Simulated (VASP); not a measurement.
## Al2Pt: single point with LDA

The system is Al2Pt.

```xyz
3
Lattice="0.0000 2.9550 2.9550 2.9550 0.0000 2.9550 2.9550 2.9550 0.0000" Properties=species:S:1:pos:R:3 pbc="T T T"
Pt    0.0000    0.0000    0.0000
Al    4.4325    4.4325    4.4325
Al    1.4775    1.4775    1.4775
```

```yaml
Program: VASP 6.6.1
Task: single point
Functional: LDA
Potentials_or_basis: VASP PAW LDA potentials, release 64 (Pt, Al)
Cutoff: 520 eV
k_mesh: 8 × 8 × 8
Occupations: fermi-dirac, width 0.05 eV
Spin: no spin polarisation
Dipole_correction: no
Further_INCAR_settings: ALGO = Normal; EDIFF = 1e-06; NBANDS = 15
```

* Pressure: -3.6 GPa
* Band gap on the k mesh: zero (band 8 reaches 11.53 eV, above the bottom of band 9 at 6.12 eV)

Levels at points of the mesh, in eV from the Fermi level:
| k point | band 6 | band 7 | band 8 | band 9 | band 10 | band 11 |
| --- | --- | --- | --- | --- | --- | --- |
| (0.00, 0.00, 0.00) | -3.68 | 2.85 | 3.86 | 3.86 | 3.86 | 5.43 |
| (0.50, 0.00, 0.00) | -3.46 | -3.46 | 1.05 | 1.05 | 3.74 | 5.19 |
| (0.50, 0.50, 0.00) | -3.40 | -3.18 | -1.56 | -1.56 | 3.13 | 3.40 |

Run time: 6.5 s on 1 thread of Intel(R) Xeon(R) 6975P-C (Granite Rapids), on a shared host, peak memory 0.16 GiB.

Caveat: spin-orbit coupling is left out, which moves the levels of the heavy elements.
